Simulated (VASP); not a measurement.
# InP in VASP: single point with PBE

Aim: the single point of InP with PBE.

Everything below comes from runs of VASP 6.6.1. Logs are shortened: lines on timing, memory, paths and dates and some standing lists are left out, and cuts for length are marked.

**1. The cell of the first run**

The cell holds a slab with vacuum, 12 atoms: a = 4.214 Å, b = 5.960 Å, c = 25.536 Å, α = 90.00°, β = 90.00°, γ = 90.00°.

**2. Single point, PBE**

Input file INCAR:

```
SYSTEM = InP
PREC = Accurate
ENCUT = 520
EDIFF = 1E-7
ISMEAR = 0
SIGMA = 0.05
LREAL = .False.
LASPH = .True.
NELM = 60
ALGO = Normal
ISIF = 2
LWAVE = .False.
LCHARG = .False.
LDIPOL = .True.
IDIPOL = 3
DIPOL = 0.5 0.5 0.500
GGA = PE
NBANDS = 66
```

Input file KPOINTS:

```
regular mesh
0
Gamma
  8 6 1
  0 0 0
```

Input file POSCAR:

```
InP
1.0
    4.2142065355      0.0000000000      0.0000000000
    0.0000000000      5.9597880371      0.0000000000
    0.0000000000      0.0000000000     25.5355163387
In P
6 6
Direct
    0.5000000000      0.5000000000      0.2937085705
    0.0000000000      0.0000000000      0.3762251423
    0.5000000000      0.5000000000      0.4587417141
    0.0000000000      0.0000000000      0.5412582859
    0.5000000000      0.5000000000      0.6237748577
    0.0000000000      0.0000000000      0.7062914295
    0.0000000000      0.2500000000      0.2937085705
    0.5000000000      0.7500000000      0.3762251423
    0.0000000000      0.2500000000      0.4587417141
    0.5000000000      0.7500000000      0.5412582859
    0.0000000000      0.2500000000      0.6237748577
    0.5000000000      0.7500000000      0.7062914295
```

Potentials or basis: VASP PAW PBE potentials, release 64 (In_d, P).

The run is started by

```
$ cat potpaw_PBE.64/In_d/POTCAR potpaw_PBE.64/P/POTCAR > POTCAR
$ mpirun -np 1 vasp_std > vasp.out
```

OUTCAR:

```text
SYSTEM = InP
   PREC = Accurate
   ENCUT = 520
   EDIFF = 1E-7
   ISMEAR = 0
   LREAL = .False.
   LASPH = .True.
   NELM = 60
   ISIF = 2
   GGA = PE

 ion  position               nearest neighbor table
   1  0.500  0.500  0.294-   8 2.58   7 2.58   7 2.58
   2  0.000  0.000  0.376-   7 2.58   9 2.58   8 2.58   8 2.58
   3  0.500  0.500  0.459-   8 2.58  10 2.58   9 2.58   9 2.58
   4  0.000  0.000  0.541-   9 2.58  11 2.58  10 2.58  10 2.58
   5  0.500  0.500  0.624-  10 2.58  12 2.58  11 2.58  11 2.58
   6  0.000  0.000  0.706-  11 2.58  12 2.58  12 2.58
   7  0.000  0.250  0.294-   2 2.58   1 2.58   1 2.58
   8  0.500  0.750  0.376-   1 2.58   3 2.58   2 2.58   2 2.58
   9  0.000  0.250  0.459-   2 2.58   4 2.58   3 2.58   3 2.58
  10  0.500  0.750  0.541-   3 2.58   5 2.58   4 2.58   4 2.58
  11  0.000  0.250  0.624-   4 2.58   6 2.58   5 2.58   5 2.58
  12  0.500  0.750  0.706-   5 2.58   6 2.58   6 2.58

  LATTYP: Found a simple orthorhombic cell.
 ALAT       =     4.2142065355
 B/A-ratio  =     1.4142135624
 C/A-ratio  =     6.0593889083

  Lattice vectors:

 A1 = (   4.2142065355,   0.0000000000,   0.0000000000)
 A2 = (   0.0000000000,   5.9597880371,   0.0000000000)
 A3 = (   0.0000000000,   0.0000000000,  25.5355163387)

Analysis of symmetry for initial positions (statically):
=====================================================================
 Subroutine PRICEL returns:
 Original cell was already a primitive cell.

 Routine SETGRP: Setting up the symmetry group for a
 simple orthorhombic supercell.

 Subroutine GETGRP returns: Found  4 space group operations
 (whereof  2 operations were pure point group operations)
 out of a pool of  8 trial point group operations.

The static configuration has the point symmetry C_1h.
 The point group associated with its full space group is C_2v.

Analysis of symmetry for dynamics (positions and initial velocities):
=====================================================================
 Subroutine PRICEL returns:
 Original cell was already a primitive cell.

 Routine SETGRP: Setting up the symmetry group for a
 simple orthorhombic supercell.

 Subroutine GETGRP returns: Found  4 space group operations
 (whereof  2 operations were pure point group operations)
 out of a pool of  8 trial point group operations.

The dynamic configuration has the point symmetry C_1h.
 The point group associated with its full space group is C_2v.

 Subroutine INISYM returns: Found  4 space group operations
 (whereof  2 operations are pure point group operations),
[... 130 lines left out ...]
     AMIX     =   0.40;   BMIX     =  1.00
     AMIX_MAG =   1.60;   BMIX_MAG =  1.00
  volume/ion in A,a.u.               =      53.45       360.67
  Fermi-wavevector in a.u.,A,eV,Ry     =   0.904036  1.708380 11.119781  0.817281
  Thomas-Fermi vector in A             =   2.027434
   LORBIT       =      0    0 simple, 1 ext, 2 COOP (PROOUT), +10 PAW based schemes
   GGA     = PE    functional components
   LHFCALC =     F    Hartree Fock is set to
   AEXX    =    0.0000 exact exchange contribution
   IVDW    =     0    specifies the selected vdW correction
   LEPSILON=     F    determine dielectric tensor
   LRPA    =     F    only Hartree local field effects (RPA)
 non-spin polarized calculation
 Gauss-broadening in eV      SIGMA  =   0.05
  energy-cutoff  :      520.00
  volume of cell :      641.34
 maximum number of plane-waves:     17324
 NGX is ok and might be reduce to    32
   NGX = 15   NGY = 23   NGZ = 95

 dipolmoment           0.000000      0.000000     -0.000000 electrons x Angstroem

 number of electron     108.0000031 magnetization

 dipolmoment           0.000000      0.000000      0.000000 electrons x Angstroem

 Free energy of the ion-electron system (eV)
  ---------------------------------------------------
  ext. energy  EPLUGINS =         0.00000000
  ---------------------------------------------------
  free energy    TOTEN  =       -47.45628358 eV

  energy without entropy =      -47.45628358  energy(sigma->0) =      -47.45628358

 E-fermi :   0.1209     XC(G=0):  -5.0683

 val. band max:       -0.0913144978   @ k =   0.0000   0.1667   0.0000
 cond. band min:       0.3261723695   @ k =   0.0000   0.0000   0.0000
 fundamental gap:      0.4174868672
 Fermi energy:         0.1209311493

 k-point     1 :       0.0000    0.0000    0.0000
  band No.  band energies     occupation
      1     -14.4381      2.00000
      2     -14.4349      2.00000
      3     -14.4152      2.00000
      4     -14.4151      2.00000
      5     -14.3740      2.00000
      6     -14.3452      2.00000
[... 1369 lines left out ...]
     65       4.5418      0.00000
     66       4.5418      0.00000

------------------------ aborting loop because EDIFF is reached ----------------------------------------

 vacuum level on the upper side and lower side of the slab       (xc-potential included)        -0.094        -0.094

  FORCE on cell =-STRESS in cart. coord.  units (eV):
  Direction    XX          YY          ZZ          XY          YZ          ZX
  --------------------------------------------------------------------------------------
  -------------------------------------------------------------------------------------
  Total       -2.4954762     -2.4830650      0.6028228      0.0000000      0.0000000      0.0000000
  in kB       -6.2340853     -6.2030803      1.5059445      0.0000000      0.0000000      0.0000000
  external PRESSURE =      -3.6437404 kB  Pullay stress =       0.0000000 kB

 VOLUME and BASIS-vectors are now :
 -----------------------------------------------------------------------------
  energy-cutoff  :      520.00
  volume of cell :      641.34
      direct lattice vectors                 reciprocal lattice vectors
     4.214206535  0.000000000  0.000000000     0.237292594  0.000000000  0.000000000
     0.000000000  5.959788037  0.000000000     0.000000000  0.167791202  0.000000000
     0.000000000  0.000000000 25.535516339     0.000000000  0.000000000  0.039161143

 POSITION                                       TOTAL-FORCE (eV/Angst)
 -----------------------------------------------------------------------------------
      2.10710      2.97989      7.50000         0.000000     -1.035587      1.090709
      0.00000      0.00000      9.60710         0.000000      0.266046      0.065035
      2.10710      2.97989     11.71421         0.000000     -0.146077      0.111921
      0.00000      0.00000     13.82131         0.000000     -0.146077     -0.111921
      2.10710      2.97989     15.92841         0.000000      0.266046     -0.065035
      0.00000      0.00000     18.03552         0.000000     -1.035587     -1.090709
      0.00000      1.48995      7.50000         0.000000      0.311439     -1.041864
      2.10710      4.46984      9.60710         0.000000      0.521960     -0.347940
      0.00000      1.48995     11.71421         0.000000      0.082219      0.166588
      2.10710      4.46984     13.82131         0.000000      0.082219     -0.166588
      0.00000      1.48995     15.92841         0.000000      0.521960      0.347940
      2.10710      4.46984     18.03552         0.000000      0.311439      1.041864
 -----------------------------------------------------------------------------------
    total drift:                                0.000000     -0.000684      0.000000

  FREE ENERGIE OF THE ION-ELECTRON SYSTEM (eV)
  ---------------------------------------------------
  free  energy   TOTEN  =       -47.4562835752 eV

  energy  without entropy=      -47.4562835752  energy(sigma->0) =      -47.45628358

 vacuum level on the upper side and lower side of the slab         4.581         4.581
```

Wall time 34 min (1 thread of Oxide Virtual Turin-like, shared host); peak memory 0.93 GiB.

What came out:

```
Free energy            : -47.4563 eV
Largest force          : 1.504 eV/Å
Band gap on the k mesh : 0.42 eV (least direct gap 0.46 eV)
```

Forces on the atoms (eV/Å):
```
In   0.000 -1.036  1.091
In   0.000  0.266  0.065
In   0.000 -0.146  0.112
In   0.000 -0.146 -0.112
In   0.000  0.266 -0.065
In   0.000 -1.036 -1.091
P    0.000  0.311 -1.042
P    0.000  0.522 -0.348
P    0.000  0.082  0.167
P    0.000  0.082 -0.167
P    0.000  0.522  0.348
P    0.000  0.311  1.042
```

Levels at points of the mesh, in eV from the valence-band top:
```
           k point  band 50  band 51  band 52  band 53  band 54  band 55  band 56  band 57  band 58  band 59
(0.00, 0.00, 0.00)    -0.52    -0.45    -0.17    -0.07    -0.05     0.42     1.05     2.12     2.14     2.52
(0.50, 0.00, 0.00)    -1.92    -1.50    -1.50    -0.19    -0.19     0.90     0.90     2.22     2.22     2.59
(0.00, 0.50, 0.00)    -1.07    -0.65    -0.65    -0.23    -0.23     0.78     0.78     1.92     1.92     2.61
(0.50, 0.50, 0.00)    -1.63    -1.09    -1.09    -0.32    -0.32     0.71     0.71     2.46     2.46     3.50
```

Caveat: spin-orbit coupling is left out, which moves the levels of the heavy elements.
